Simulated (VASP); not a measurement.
A run of VASP 6.6.1:

INCAR

```
PREC = Accurate ; ENCUT = 520
EDIFF = 1E-6 ; ISMEAR = 0
SIGMA = 0.1 ; LREAL = F
LASPH = T ; NELM = 150
ALGO = Normal ; ISIF = 2
LWAVE = F ; LCHARG = F
ISPIN = 2 ; MAGMOM = 0 0 0 1
LORBIT = 11 ; LMAXMIX = 4
LDIPOL = T ; IDIPOL = 3
DIPOL = 0.5 0.5 0.342 ; GGA = CA
NBANDS = 32
```

File KPOINTS:

```
regular mesh
0
Gamma
  9 9 1
```

Contents of POSCAR:

```
Nb3H
1.0
    2.9270177637      0.0000000000      0.0000000000
    0.0000000000      2.9270177637      0.0000000000
    0.0000000000      0.0000000000     21.1957939222
Nb H
3 1
Direct
    0.5000000000      0.5000000000      0.1887166867
    0.0000000000      0.0000000000      0.2876907936
    0.5000000000      0.5000000000      0.3866707684
    0.5000000000      0.5000000000      0.5050904892
```

Potentials or basis: VASP PAW LDA potentials, release 64 (Nb_sv, H).

Run with:

```sh
$ cat potpaw_LDA.64/Nb_sv/POTCAR potpaw_LDA.64/H/POTCAR > POTCAR
$ mpirun -np 1 vasp_std > vasp.out
```

Hardware: 1 thread of Intel(R) Xeon(R) 6975P-C (Granite Rapids), with other jobs on the host.

Question: How long does it take, and how much memory?

Answer: It took 6.7 min on 1 thread of Intel(R) Xeon(R) 6975P-C (Granite Rapids), on a shared host, peak memory 0.33 GiB. Counts: scf iterations 29, k points 15.
